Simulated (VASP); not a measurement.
Write the native input for VASP 6.6.1 that does the following.

```yaml
Task: single point
Functional: PBEsol
Potentials_or_basis: VASP PAW PBE potentials, release 64 (Cu, O)
Cutoff: 600 eV
k_mesh: 4 × 4 × 4
Occupations: fermi-dirac, width 0.05 eV
Spin: no spin polarisation
Dipole_correction: no
Further_INCAR_settings: ALGO = Normal; EDIFF = 1e-06; NBANDS = 37
```

The structure of Cu2O lies in POSCAR:

```
Cu2O
1.0
    4.2227426417      0.0015003976      0.0004170254
    0.0015078516      4.2243499281     -0.0059885883
    0.0004191920     -0.0060047391      4.2262194686
Cu O
4 2
Direct
    0.2782680762      0.2619009018      0.7310117709
    0.7782626158      0.2619000271      0.2310078213
    0.2782680455      0.7619026431      0.2310111994
    0.7782656904      0.7619096153      0.7310123944
    0.5275901133      0.5119456770      0.4811830860
    0.0289418793      0.0118579887     -0.0191591949
```

One way to write it, as run:

INCAR

```
ALGO = Normal
EDIFF = 1E-6
ENCUT = 600
GGA = PS
GGA_COMPAT = False
ISIF = 2
ISMEAR = -1
LASPH = True
LCHARG = False
LREAL = False
LWAVE = False
NBANDS = 37
NELM = 120
PREC = Accurate
SIGMA = 0.05
```

KPOINTS

```
k-points
0
Gamma
  4 4 4
```

Potentials or basis: VASP PAW PBE potentials, release 64 (Cu, O).

Run with:

```console
$ cat potpaw_PBE.64/Cu/POTCAR potpaw_PBE.64/O/POTCAR > POTCAR
$ mpirun -np 1 vasp_std > vasp.out
```

Results of the run:

The pressure is 0.8 GPa and the band gap on the k mesh is 0.56 eV, direct.

Caveat: the PAW data sets were made with another functional, which shifts forces and pressure a little.

Run time: 54 s on 1 thread of Intel(R) Xeon(R) 6975P-C (Granite Rapids) (shared host), peak memory 0.25 GiB.
